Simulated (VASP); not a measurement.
# LiH (I4/mmm) in VASP: single point with PBE

Aim: the single point of LiH with PBE.

All numbers are computed with VASP 6.6.1; they aren't measurements. Logs are shortened: lines on timing, memory, paths and dates and some standing lists are left out, and cuts for length are marked.

### 1 The cell of the first run

The structure is tetragonal, space group I4/mmm (No. 139). Conventional cell: a = 2.989 Å, b = 2.989 Å, c = 4.390 Å, α = 90.00°, β = 90.00°, γ = 90.00°. Within 2.8 Å of Li (site symmetry 4/mmm) lie 6 H at 2.11 to 2.20 Å. H (site symmetry 4/mmm) has 6 Li at 2.11 to 2.20 Å within 2.8 Å.

### 2 Single point, PBE (strain +0.040 along x and y, +0.080 along z)

Input file INCAR:

```
SYSTEM = LiH
  PREC = Accurate
  ENCUT = 520
  EDIFF = 1E-6
  ISMEAR = 0
  SIGMA = 0.05
  LREAL = .False.
  LASPH = .True.
  NELM = 100
  ALGO = Normal
  ISIF = 2
  LWAVE = .False.
  LCHARG = .False.
  GGA = PE
  NBANDS = 9
```

Input file KPOINTS:

```
regular mesh
0
Gamma
  10 10 10
  0 0 0
```

Input file POSCAR:

```
LiH
1.0
    0.0000000000      2.1138000000      2.1951000000
    2.1138000000      0.0000000000      2.1951000000
    2.1138000000      2.1138000000      0.0000000000
Li H
1 1
Direct
    0.0000000000      0.0000000000      0.0000000000
    0.5000000000      0.5000000000      0.5000000000
```

Potentials or basis: VASP PAW PBE potentials, release 64 (Li_sv, H).

On the command line:

```bash
> cat potpaw_PBE.64/Li_sv/POTCAR potpaw_PBE.64/H/POTCAR > POTCAR
> mpirun -np 1 vasp_std > vasp.out
```

OUTCAR:

```text
SYSTEM = LiH
   PREC = Accurate
   ENCUT = 520
   EDIFF = 1E-6
   ISMEAR = 0
   LREAL = .False.
   LASPH = .True.
   NELM = 100
   ISIF = 2
   GGA = PE

 ion  position               nearest neighbor table
   1  0.000  0.000  0.000-
   2  0.500  0.500  0.500-

  LATTYP: Found a body centered tetragonal cell.
 ALAT       =     2.9893646281
 C/A-ratio  =     1.4686063917

  Lattice vectors:

 A1 = (  -2.1138000000,   0.0000000000,   2.1951000000)
 A2 = (   2.1138000000,   0.0000000000,   2.1951000000)
 A3 = (   0.0000000000,   2.1138000000,  -2.1951000000)

Analysis of symmetry for initial positions (statically):
=====================================================================
 Subroutine PRICEL returns:
 Original cell was already a primitive cell.

 Routine SETGRP: Setting up the symmetry group for a
 body centered tetragonal supercell.

 Subroutine GETGRP returns: Found 16 space group operations
 (whereof 16 operations were pure point group operations)
 out of a pool of 16 trial point group operations.

The static configuration has the point symmetry D_4h.

Analysis of symmetry for dynamics (positions and initial velocities):
=====================================================================
 Subroutine PRICEL returns:
 Original cell was already a primitive cell.

 Routine SETGRP: Setting up the symmetry group for a
 body centered tetragonal supercell.

 Subroutine GETGRP returns: Found 16 space group operations
 (whereof 16 operations were pure point group operations)
 out of a pool of 16 trial point group operations.

The dynamic configuration has the point symmetry D_4h.

 Subroutine INISYM returns: Found 16 space group operations
 (whereof 16 operations are pure point group operations),
 and found     1 'primitive' translations

----------------------------------------------------------------------------------------

                                     Primitive cell

  volume of cell :      19.6161

  direct lattice vectors                    reciprocal lattice vectors
     0.000000000  2.113800000  2.195100000    -0.236540827  0.236540827  0.227780056
     2.113800000  0.000000000  2.195100000     0.236540827 -0.236540827  0.227780056
     2.113800000  2.113800000  0.000000000     0.236540827  0.236540827 -0.227780056

  length of vectors
     3.047394699  3.047394699  2.989364628     0.404705917  0.404705917  0.404705917

  position of ions in fractional coordinates (direct lattice)
     0.000000000  0.000000000  0.000000000
     0.500000000  0.500000000  0.500000000

  ion indices of the primitive-cell ions
   primitive index   ion index
                 1           1
                 2           2

----------------------------------------------------------------------------------------

 KPOINTS: regular mesh

Automatic generation of k-mesh.
 Grid dimensions read from file:
 generate k-points for:   10   10   10

 Generating k-lattice:

  Cartesian coordinates                     Fractional coordinates (reciprocal lattice)
    -0.023654083  0.023654083  0.022778006     0.100000000  0.000000000  0.000000000
     0.023654083 -0.023654083  0.022778006     0.000000000  0.100000000  0.000000000
     0.023654083  0.023654083 -0.022778006     0.000000000  0.000000000  0.100000000

  Length of vectors
     0.040470592  0.040470592  0.040470592

  Shift w.r.t. Gamma in fractional coordinates (k-lattice)
     0.000000000  0.000000000  0.000000000

 Subroutine IBZKPT returns following result:
 ===========================================

 Found    102 irreducible k-points:

 Following reciprocal coordinates:
            Coordinates               Weight
  0.000000  0.000000  0.000000      1.000000
  0.100000 -0.000000  0.000000      8.000000
  0.200000 -0.000000  0.000000      8.000000
  0.300000 -0.000000  0.000000      8.000000
  0.400000 -0.000000  0.000000      8.000000
  0.500000  0.000000  0.000000      4.000000
[... 16 lines left out ...]
  0.300000  0.300000  0.000000      2.000000
  0.400000  0.300000  0.000000      8.000000
 [... further k-points ...]
   k-points           NKPTS =    102   k-points in BZ     NKDIM =    102   number of bands    NBANDS=      9
   number of dos      NEDOS =    301   number of ions     NIONS =      2
   total plane-waves  NPLWV =  13824
   dimension x,y,z NGX =    24 NGY =   24 NGZ =   24
   dimension x,y,z NGXF=    48 NGYF=   48 NGZF=   48
   ions per type =               1   1
   NGX,Y,Z   is equivalent  to a cutoff of  13.09, 13.09, 13.35 a.u.
   NGXF,Y,Z  is equivalent  to a cutoff of  26.19, 26.19, 26.69 a.u.
 SYSTEM =  LiH
   PREC   = accura    normal or accurate (medium, high low for compatibility)
   ISTART =      0    job   : 0-new  1-cont  2-samecut
   ICHARG =      2    charge: 1-file 2-atom 10-const
   ISPIN  =      1    spin polarized calculation?
   LNONCOLLINEAR =      F non collinear calculations
   LSORBIT =      F    spin-orbit coupling
   LASPH  =      T    aspherical Exc in radial PAW
   ENCUT  =  520.0 eV  38.22 Ry    6.18 a.u.   5.67  5.67  5.56*2*pi/ulx,y,z
   NELM   =    100;   NELMIN=  2; NELMDL= -5     # of ELM steps
   EDIFF  = 0.1E-05   stopping-criterion for ELM
   LREAL  =      F    real-space projection
   EDIFFG = 0.1E-04   stopping-criterion for IOM
   NSW    =      0    number of steps for IOM
   IBRION =     -1    ionic relax: 0-MD 1-quasi-New 2-CG
   NFREE  =      0    steps in history (QN), initial steepest desc. (CG)
   ISIF   =      2    stress and relaxation
   ISYM   =      2    0-nonsym 1-usesym 2-fastsym
   POTIM  = 0.5000    time-step for ionic-motion
   TEBEG  =    0.0;   TEEND  =   0.0 temperature during run
   PSTRESS=    0.0 pullay stress
   NELECT =       4.0000    total number of electrons
   NUPDOWN=      -1.0000    fix difference up-down
   EMIN   =  10.00;   EMAX   =-10.00  energy-range for DOS
   EFERMI =   0.00;   METHOD = LEGACY
   ISMEAR =     0;   SIGMA  =   0.05  broadening in eV -4-tet -1-fermi 0-gaus
   EFERMI_NEDOS =   21; number of points for ismear=-14 and -15
   IALGO  =     38    algorithm
   IMIX   =      4    mixing-type and parameters
     AMIX     =   0.40;   BMIX     =  1.00
     AMIX_MAG =   1.60;   BMIX_MAG =  1.00
  volume/ion in A,a.u.               =       9.81        66.19
  Fermi-wavevector in a.u.,A,eV,Ry     =   0.963587  1.820915 12.633000  0.928499
  Thomas-Fermi vector in A             =   2.093145
   LORBIT       =      0    0 simple, 1 ext, 2 COOP (PROOUT), +10 PAW based schemes
   GGA     = PE    functional components
   LHFCALC =     F    Hartree Fock is set to
   AEXX    =    0.0000 exact exchange contribution
   IVDW    =     0    specifies the selected vdW correction
   LEPSILON=     F    determine dielectric tensor
   LRPA    =     F    only Hartree local field effects (RPA)
 non-spin polarized calculation
 Gauss-broadening in eV      SIGMA  =   0.05
  energy-cutoff  :      520.00
  volume of cell :       19.62
 maximum number of plane-waves:       548
   NGX = 11   NGY = 11   NGZ = 11

 number of electron       3.9999995 magnetization

 Free energy of the ion-electron system (eV)
  ---------------------------------------------------
  ext. energy  EPLUGINS =         0.00000000
  ---------------------------------------------------
  free energy    TOTEN  =        -6.05996420 eV

  energy without entropy =       -6.05996420  energy(sigma->0) =       -6.05996420

 E-fermi :  -0.4096     XC(G=0):  -7.8952

 val. band max:       -0.6517652347   @ k =   0.5000   0.0000   0.5000
 cond. band min:       2.0714935343   @ k =   0.5000   0.5000   0.0000
 fundamental gap:      2.7232587690
 Fermi energy:        -0.4096391250

 k-point     1 :       0.0000    0.0000    0.0000
  band No.  band energies     occupation
      1     -45.2795      2.00000
      2      -5.4511      2.00000
      3      12.9514      0.00000
      4      15.1551      0.00000
      5      15.1551      0.00000
      6      15.4312      0.00000
      7      19.4955      0.00000
      8      19.6965      0.00000
      9      19.6965      0.00000

 k-point     2 :       0.1000   -0.0000    0.0000
  band No.  band energies     occupation
      1     -45.2775      2.00000
      2      -5.2872      2.00000
      3      11.9321      0.00000
      4      14.2193      0.00000
      5      14.8988      0.00000
      6      14.9650      0.00000
      7      19.0689      0.00000
      8      20.2766      0.00000
      9      20.3672      0.00000

 k-point     3 :       0.2000   -0.0000    0.0000
  band No.  band energies     occupation
      1     -45.2722      2.00000
      2      -4.8082      2.00000
      3       9.3482      0.00000
      4      12.9580      0.00000
      5      14.3492      0.00000
      6      14.4773      0.00000
      7      19.3246      0.00000
      8      19.9594      0.00000
      9      20.6005      0.00000

 k-point     4 :       0.3000   -0.0000    0.0000
  band No.  band energies     occupation
      1     -45.2656      2.00000
      2      -4.0719      2.00000
      3       6.6508      0.00000
      4      12.0337      0.00000
      5      13.9451      0.00000
      6      14.2503      0.00000
      7      17.7731      0.00000
      8      18.7761      0.00000
      9      21.0351      0.00000

 k-point     5 :       0.4000   -0.0000    0.0000
  band No.  band energies     occupation
      1     -45.2602      2.00000
      2      -3.2619      2.00000
      3       4.5808      0.00000
      4      11.4482      0.00000
      5      13.8192      0.00000
      6      14.2806      0.00000
      7      16.5576      0.00000
      8      17.4006      0.00000
      9      22.4718      0.00000

 k-point     6 :       0.5000    0.0000    0.0000
  band No.  band energies     occupation
      1     -45.2582      2.00000
      2      -2.8542      2.00000
      3       3.7437      0.00000
      4      11.2474      0.00000
      5      13.8301      0.00000
      6      14.3700      0.00000
      7      16.0910      0.00000
      8      16.8553      0.00000
      9      23.2669      0.00000
[... 169 lines left out ...]
 k-point    21 :      -0.3000    0.2000    0.0000
  band No.  band energies     occupation
      1     -45.2582      2.00000
      2      -2.9185      2.00000
      3       5.4286      0.00000
      4       7.4213      0.00000
      5      13.3839      0.00000
      6      13.5103      0.00000
      7      19.5485      0.00000
      8      22.0882      0.00000
      9      22.3645      0.00000

 k-point    22 :      -0.2000    0.2000    0.0000
  band No.  band energies     occupation
      1     -45.2630      2.00000
      2      -3.7579      2.00000
      3       7.6380      0.00000
      4       7.9592      0.00000
      5      13.6124      0.00000
      6      14.9370      0.00000
      7      18.8443      0.00000
      8      20.7761      0.00000
      9      22.3852      0.00000

 k-point    23 :       0.3000    0.3000    0.0000
  band No.  band energies     occupation
      1     -45.2625      2.00000
      2      -3.5029      2.00000
      3       6.5754      0.00000
      4      10.6751      0.00000
      5      10.6751      0.00000
      6      13.6682      0.00000
      7      14.4409      0.00000
      8      24.2825      0.00000
      9      27.2097      0.00000

 k-point    24 :       0.4000    0.3000    0.0000
  band No.  band energies     occupation
      1     -45.2585      2.00000
      2      -2.7385      2.00000
      3       5.0636      0.00000
      4       9.0482      0.00000
      5      10.3260      0.00000
      6      13.9313      0.00000
      7      15.0109      0.00000
      8      25.1954      0.00000
      9      26.4046      0.00000

 [... further k-points ...]
[... 5 lines left out ...]
  --------------------------------------------------------------------------------------
  -------------------------------------------------------------------------------------
  Total       -0.6010993     -0.6010993     -0.7308271      0.0000000      0.0000000      0.0000000
  in kB      -49.0958432    -49.0958432    -59.6915862      0.0000000      0.0000000      0.0000000
  external PRESSURE =     -52.6277576 kB  Pullay stress =       0.0000000 kB

 VOLUME and BASIS-vectors are now :
 -----------------------------------------------------------------------------
  energy-cutoff  :      520.00
  volume of cell :       19.62
      direct lattice vectors                 reciprocal lattice vectors
     0.000000000  2.113800000  2.195100000    -0.236540827  0.236540827  0.227780056
     2.113800000  0.000000000  2.195100000     0.236540827 -0.236540827  0.227780056
     2.113800000  2.113800000  0.000000000     0.236540827  0.236540827 -0.227780056

 POSITION                                       TOTAL-FORCE (eV/Angst)
 -----------------------------------------------------------------------------------
      0.00000      0.00000      0.00000        -0.000000      0.000000     -0.000000
      2.11380      2.11380      2.19510         0.000000     -0.000000      0.000000
 -----------------------------------------------------------------------------------
    total drift:                                0.000000     -0.000000     -0.000000

  FREE ENERGIE OF THE ION-ELECTRON SYSTEM (eV)
  ---------------------------------------------------
  free  energy   TOTEN  =        -6.0599641962 eV

  energy  without entropy=       -6.0599641962  energy(sigma->0) =       -6.05996420
```

Run time: 5.6 s. Hardware: 1 thread of Intel Xeon 6975P-C (Granite Rapids), shared host; peak memory 0.13 GiB.

Results:

* Free energy: -6.0600 eV
* Band gap on the k mesh: 2.72 eV, indirect (least direct gap 2.99 eV)

Caveat: the cell differs from its parent crystal (strain +0.040 along x and y, +0.080 along z); the cutoff is under 1.25 times the usual one of these potentials, so pressure, stress and relaxed cells hold a basis-set (Pulay) error. A k mesh can miss the band edges.
